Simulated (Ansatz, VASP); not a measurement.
**Two plane-wave programs on Li2O**

Contents of INCAR:

```
SYSTEM = Li2O
ALGO     = Normal         ! electronic algorithm
EDIFF    = 1E-8           ! SCF threshold, eV
ENCUT    = 650            ! plane-wave cutoff, eV
GGA      = PS             ! functional
GGA_COMPAT= .False.      
ISIF     = 2              ! what is computed and relaxed
ISMEAR   = -1             ! smearing method
LASPH    = .True.         ! aspherical terms in the spheres
LCHARG   = .False.        ! write CHGCAR
LEFG     = .True.       
LREAL    = .False.        ! projectors in reciprocal space
LWAVE    = .False.        ! write WAVECAR
NBANDS   = 13             ! bands
NELM     = 120            ! most SCF steps
PREC     = Accurate       ! precision mode
SIGMA    = 0.03           ! smearing width, eV
```

The input KPOINTS:

```
k-points
0
Gamma
  9 9 9
  0 0 0
```

File POSCAR:

```
Li2O
1.0
    0.0000000000      2.3556900000      2.3095000000
    2.3556900000      0.0000000000      2.3095000000
    2.3556900000      2.3556900000      0.0000000000
Li O
2 1
Direct
    0.2500000000      0.2500000000      0.2500000000
    0.7500000000      0.7500000000      0.7500000000
    0.0000000000      0.0000000000      0.0000000000
```

Input for Ansatz:

```yaml
crystal:
  lattice:
    - [0.0, 2.35569, 2.3095]
    - [2.35569, 0.0, 2.3095]
    - [2.35569, 2.35569, 0.0]
  atoms:
    - { symbol: Li, position: [0.25, 0.25, 0.25] }
    - { symbol: Li, position: [0.75, 0.75, 0.75] }
    - { symbol: O, position: [0.0, 0.0, 0.0] }
kpoints:
  mp_grid: { grid: [9, 9, 9] }
scf:
  occupations: { method: fermi_dirac, width: 0.03 }
hamiltonian:
  xc: pbesol
  pseudopotentials: { kind: paw }
output:
  forces: true
  stress: true
  eigenvalues: true
  efg: { contact_densities: true }
```

Change from the starting cell: equal xx and yy strain of +2 %, PAW files.

Alike in both runs: task electric field gradients; functional PBEsol; k mesh 9 × 9 × 9; occupations fermi-dirac, width 0.03 eV; no spin polarisation.

```csv
,VASP,Ansatz
version,VASP 6.6.1,Ansatz 0.2.0
potentials or method,"VASP PAW PBE potentials, release 64 (Li_sv, O)","PAW with Ansatz's default frozen-core files, scalar-relativistic"
plane-wave cutoff (eV),650,420
valence electrons in the cell,12,12
```

```csv
,VASP,Ansatz,Ansatz less VASP
gap on the k mesh at the Fermi level (eV),4.78,4.79,+0.012
pressure (GPa),-5.0,-4.8,+0.25
"traceless stress, the component that is largest in VASP (GPa)",2.32,2.33,+0.011
size of Vzz on the site where it differs most (V/Å²),1.3,1.4,+0.05
```

VASP's potentials were made for PBE, not for PBEsol.
